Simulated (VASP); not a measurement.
# KI in VASP: notebook, part 2 of 2

VASP 6.6.1. Earlier steps stand in the parts before.

### 3 Single point, PBE (shear xy strain -2.1%)

The input, INCAR:

```
SYSTEM = KI
ALGO = Normal
EDIFF = 1E-7
ENCUT = 520
GGA = PE
ISIF = 2
ISMEAR = -1
LASPH = .TRUE.
LCHARG = .FALSE.
LREAL = .FALSE.
LWAVE = .FALSE.
NBANDS = 15
NELM = 80
PREC = Accurate
SIGMA = 0.02
```

The input, KPOINTS:

```
k-points
0
G
  6 6 6
  0 0 0
```

The input, POSCAR:

```
KI
1.0
   -0.0373921993      3.5442842980      3.5442842980
    3.5442842980     -0.0373921993      3.5442842980
    3.5068920986      3.5068920986      0.0000000000
K I
1 1
Direct
    0.0000000000      0.0000000000      0.0000000000
    0.5000000000      0.5000000000      0.5000000000
```

Potentials or basis: VASP PAW PBE potentials, release 64 (K_sv, I).

Started as:

```console
$ cat potpaw_PBE.64/K_sv/POTCAR potpaw_PBE.64/I/POTCAR > POTCAR
$ mpirun -np 1 vasp_std > vasp.out
```

OUTCAR:

```text
SYSTEM = KI
   EDIFF = 1E-7
   ENCUT = 520
   GGA = PE
   ISIF = 2
   ISMEAR = -1
   LASPH = .TRUE.
   LREAL = .FALSE.
   NELM = 80
   PREC = Accurate

 ion  position               nearest neighbor table
   1  0.000  0.000  0.000-   2 3.54   2 3.54   2 3.54   2 3.54   2 3.54   2 3.54
   2  0.500  0.500  0.500-   1 3.54   1 3.54   1 3.54   1 3.54   1 3.54   1 3.54

  LATTYP: Found a body centered orthorhombic cell.
 ALAT       =     4.9594943676
 B/A-ratio  =     1.0213249785
 C/A-ratio  =     1.4292925993

  Lattice vectors:

[... 611 lines left out ...]
     11       7.2366      0.00000
     12       7.7055      0.00000
     13       8.4102      0.00000
     14       8.8231      0.00000
     15       9.3320      0.00000

 [... further k-points ...]
[... 5 lines left out ...]
  --------------------------------------------------------------------------------------
  -------------------------------------------------------------------------------------
  Total        0.2684615      0.2684615      0.2672815      0.0421561      0.0000000      0.0000000
  in kB        4.8308689      4.8308689      4.8096360      0.7585839      0.0000000      0.0000000
  external PRESSURE =       4.8237913 kB  Pullay stress =       0.0000000 kB

 VOLUME and BASIS-vectors are now :
 -----------------------------------------------------------------------------
  energy-cutoff  :      520.00
  volume of cell :       89.04
      direct lattice vectors                 reciprocal lattice vectors
    -0.037392199  3.544284298  3.544284298    -0.139599431  0.139599431  0.141072205
     3.544284298 -0.037392199  3.544284298     0.139599431 -0.139599431  0.141072205
     3.506892099  3.506892099  0.000000000     0.142576386  0.142576386 -0.141072205

 POSITION                                       TOTAL-FORCE (eV/Angst)
 -----------------------------------------------------------------------------------
      0.00000      0.00000      0.00000        -0.000000     -0.000000      0.000000
      3.50689      3.50689      3.54428         0.000000      0.000000      0.000000
 -----------------------------------------------------------------------------------
    total drift:                                0.000000     -0.000000     -0.000000

  FREE ENERGIE OF THE ION-ELECTRON SYSTEM (eV)
  ---------------------------------------------------
  free  energy   TOTEN  =        -5.5589452097 eV

  energy  without entropy=       -5.5589452097  energy(sigma->0) =       -5.55894521
```

stdout:

```text
POSCAR found type information on POSCAR K I
 POSCAR found :  2 types and       2 ions
 scaLAPACK will be used
 LDA part: xc-table for (Slater+PW92), standard interpolation
 POSCAR, INCAR and KPOINTS ok, starting setup
 FFT: planning ... GRIDC
 FFT: planning ... GRID_SOFT
 FFT: planning ... GRID
 WAVECAR not read
 entering main loop
```

Wall time 2.7 min (1 thread of Oxide Virtual Turin-like, shared host); peak memory 0.23 GiB.

What came out:

| Property | Result |
| --- | --- |
| Free energy | -5.5589 eV |
| Pressure | 0.5 GPa |
| Band gap on the k mesh | 3.91 eV |

Caveat: the cell differs from its parent crystal (shear xy strain -2.1%); spin-orbit coupling is left out, which moves the levels of the heavy elements.

### 4 Single point, r2SCAN (shear xy strain -2.1%)

POSCAR is that of step 3.

The input, INCAR.step1:

```
PREC     = Accurate       # precision mode
ENCUT    = 520            # plane-wave cutoff, eV
ISMEAR   = 0              # smearing method
SIGMA    = 0.01           # smearing width, eV
LREAL    = F              # projectors in reciprocal space
LASPH    = T              # aspherical terms in the spheres
NELM     = 80             # most SCF steps
NBANDS   = 15             # bands
GGA      = PE             # functional
ALGO     = Normal         # electronic algorithm
EDIFF    = 1E-4           # SCF threshold, eV
LWAVE    = T              # write WAVECAR
LCHARG   = F              # write CHGCAR
```

The input, INCAR.step2:

```
PREC     = Accurate       # precision mode
ENCUT    = 520            # plane-wave cutoff, eV
EDIFF    = 1E-6           # SCF threshold, eV
ISMEAR   = 0              # smearing method
SIGMA    = 0.01           # smearing width, eV
LREAL    = F              # projectors in reciprocal space
LASPH    = T              # aspherical terms in the spheres
NELM     = 80             # most SCF steps
ALGO     = Normal         # electronic algorithm
ISIF     = 2              # what is computed and relaxed
LWAVE    = F              # write WAVECAR
LCHARG   = F              # write CHGCAR
METAGGA  = R2SCAN         # meta-GGA
LMIXTAU  = T            
NBANDS   = 15             # bands
ISTART   = 1
```

The input, KPOINTS:

```
regular mesh
0
Gamma
  6 6 6
```

Started as:

```console
$ cat potpaw_PBE.64/K_sv/POTCAR potpaw_PBE.64/I/POTCAR > POTCAR
$ cp INCAR.step1 INCAR
$ mpirun -np 1 vasp_std > vasp.out
$ cp INCAR.step2 INCAR
$ mpirun -np 1 vasp_std > vasp.out
```

It took 8.8 min on 1 thread of Oxide Virtual Turin-like, shared host; peak memory 0.25 GiB.

The run converged. Its results:

- Free energy: -33.9838 eV
- Pressure: 0.0 GPa
- Band gap on the k mesh: 4.55 eV

Stress tensor (GPa, compression positive):
```
0.02 0.08 0.00
0.08 0.02 0.00
0.00 0.00 0.02
```

Levels at points of the mesh, in eV from the valence-band top:
```csv
k point,band 5,band 6,band 7,band 8,band 9,band 10,band 11,band 12
"(0.00, 0.00, 0.00)",-10.83,-0.06,-0.03,0.00,4.55,6.94,7.03,7.11
"(0.50, 0.00, 0.00)",-10.55,-1.33,-0.35,-0.32,6.00,8.24,8.70,8.80
"(0.50, 0.50, 0.00)",-10.68,-1.03,-0.44,-0.36,5.36,6.45,8.80,9.37
"(0.00, 0.00, 0.50)",-10.55,-1.32,-0.39,-0.36,5.97,8.30,8.64,8.73
"(0.50, 0.00, 0.50)",-10.68,-1.03,-0.40,-0.40,5.36,6.44,8.79,9.36
```

Caveat: the cell differs from its parent crystal (shear xy strain -2.1%); the PAW data sets were made with another functional, which shifts forces and pressure a little; spin-orbit coupling is left out, which moves the levels of the heavy elements.

### 5 Single point, HSE06 (epitaxial xy strain -3.0%)

The input, POSCAR:

```
KI
1.0
    0.0000000000      3.4397279112      3.5711555981
    3.4397279112      0.0000000000      3.5711555981
    3.4397279112      3.4397279112      0.0000000000
K I
1 1
Direct
    0.0000000000      0.0000000000      0.0000000000
    0.5000000000      0.5000000000      0.5000000000
```

The input, INCAR.step1:

```
ALGO     = Normal         # electronic algorithm
EDIFF    = 1E-5           # SCF threshold, eV
ENCUT    = 520            # plane-wave cutoff, eV
GGA      = PE             # functional
ISIF     = 2              # what is computed and relaxed
ISMEAR   = 0              # smearing method
LASPH    = T              # aspherical terms in the spheres
LCHARG   = F              # write CHGCAR
LREAL    = F              # projectors in reciprocal space
LWAVE    = T              # write WAVECAR
NBANDS   = 15             # bands
NELM     = 100            # most SCF steps
PREC     = Accurate       # precision mode
SIGMA    = 0.01           # smearing width, eV
```

The input, INCAR.step2:

```
ALGO     = Normal         # electronic algorithm
EDIFF    = 1E-7           # SCF threshold, eV
ENCUT    = 520            # plane-wave cutoff, eV
GGA      = PE             # functional
HFSCREEN = 0.2079         # screening, 1/A
ISIF     = 2              # what is computed and relaxed
ISMEAR   = 0              # smearing method
ISTART   = 1            
LASPH    = T              # aspherical terms in the spheres
LCHARG   = F              # write CHGCAR
LHFCALC  = T              # exact exchange
LREAL    = F              # projectors in reciprocal space
LWAVE    = F              # write WAVECAR
NBANDS   = 15             # bands
NELM     = 100            # most SCF steps
PREC     = Accurate       # precision mode
PRECFOCK = Normal       
SIGMA    = 0.01           # smearing width, eV
```

The input, KPOINTS:

```
k-points
0
Gamma
  4 4 4
```

Started as:

```console
$ cat potpaw_PBE.64/K_sv/POTCAR potpaw_PBE.64/I/POTCAR > POTCAR
$ cp INCAR.step1 INCAR
$ mpirun -np 1 vasp_std > vasp.out
$ cp INCAR.step2 INCAR
$ mpirun -np 1 vasp_std > vasp.out
```

Run time: 35 min. Hardware: 1 thread of Oxide Virtual Turin-like, shared host; peak memory 0.31 GiB.

Results (log left out):

| Quantity | Value |
| --- | --- |
| Free energy | -6.3758 eV |
| Pressure | 1.1 GPa |
| Band gap on the k mesh | 5.06 eV |

Stress tensor (GPa, compression positive):
```
1.48 0.00 0.00
0.00 1.48 0.00
0.00 0.00 0.32
```

Levels at points of the mesh, in eV from the valence-band top:
| k point | band 6 | band 7 | band 8 | band 9 | band 10 | band 11 |
| --- | --- | --- | --- | --- | --- | --- |
| (0.00, 0.00, 0.00) | -0.01 | 0.00 | 0.00 | 5.06 | 7.47 | 7.71 |
| (0.50, 0.00, 0.00) | -1.51 | -0.40 | -0.38 | 6.53 | 9.04 | 9.19 |
| (0.50, 0.50, 0.00) | -1.17 | -0.38 | -0.38 | 5.89 | 6.95 | 9.46 |
| (0.50, 0.00, 0.50) | -1.13 | -0.47 | -0.42 | 5.85 | 6.94 | 9.55 |

Caveat: the cell differs from its parent crystal (epitaxial xy strain -3.0%); the PAW data sets were made with another functional, which shifts forces and pressure a little; spin-orbit coupling is left out, which moves the levels of the heavy elements.

### 6 The runs side by side

| level | cell | k mesh | smearing | grid for exact exchange (PRECFOCK) | share of exact exchange | screening parameter | gap on the mesh (eV) | pressure (GPa) |
| --- | --- | --- | --- | --- | --- | --- | --- | --- |
| r2SCAN | a = 4.958, b = 4.958, c = 4.865 Å, angles 60.6, 60.6, 58.8°, 2 atoms | 6 × 6 × 6 | gaussian 0.01 eV | - | - | - | 4.71 | 0.8 |
| PBE | a = 5.013, b = 5.013, c = 4.959 Å, angles 60.3, 60.3, 60.7°, 2 atoms | 6 × 6 × 6 | fermi-dirac 0.02 eV | - | - | - | 3.91 | 0.5 |
| r2SCAN | a = 5.013, b = 5.013, c = 4.959 Å, angles 60.3, 60.3, 60.7°, 2 atoms | 6 × 6 × 6 | gaussian 0.01 eV | - | - | - | 4.55 | 0.0 |
| HSE06 | a = 4.958, b = 4.958, c = 4.865 Å, angles 60.6, 60.6, 58.8°, 2 atoms | 4 × 4 × 4 | gaussian 0.01 eV | Normal | 0.25 | 0.2079 1/Å | 5.06 | 1.1 |

Alike in all rows: task single point; potentials or basis VASP PAW PBE potentials, release 64 (K_sv, I); no spin polarisation; cutoff (eV) 520.

Caveats: spin-orbit coupling is left out, which moves the levels of the heavy elements; the PAW data sets were made with another functional, which shifts forces and pressure a little (at least some runs).

Absolute energies hang on the potentials; compare differences alone.
